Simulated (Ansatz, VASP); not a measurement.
# One calculation of MgO, two programs

```xyz
2
Lattice="0.0000 2.1652 2.1652 2.1652 0.0000 2.1652 2.1652 2.1652 0.0000" Properties=species:S:1:pos:R:3 pbc="T T T"
Mg    0.0000    0.0000    0.0000
O     2.1652    2.1652    2.1652
```

Alike in both runs: task single point; functional PBE; k mesh 8 × 8 × 8; occupations gaussian, width 0.15 eV; no spin polarisation.

|  | VASP | Ansatz |
| --- | --- | --- |
| version | VASP 6.6.1 | Ansatz 0.2.0 |
| potentials or method | VASP PAW PBE potentials, release 64 (Mg_sv, O), cutoff 840 eV | PAW, plane waves, scalar-relativistic |
| valence electrons in the cell | 16 | 16 |

|  | VASP | Ansatz | Ansatz less VASP |
| --- | --- | --- | --- |
| pressure (GPa) | -7.2 | -7.2 | +0.03 |
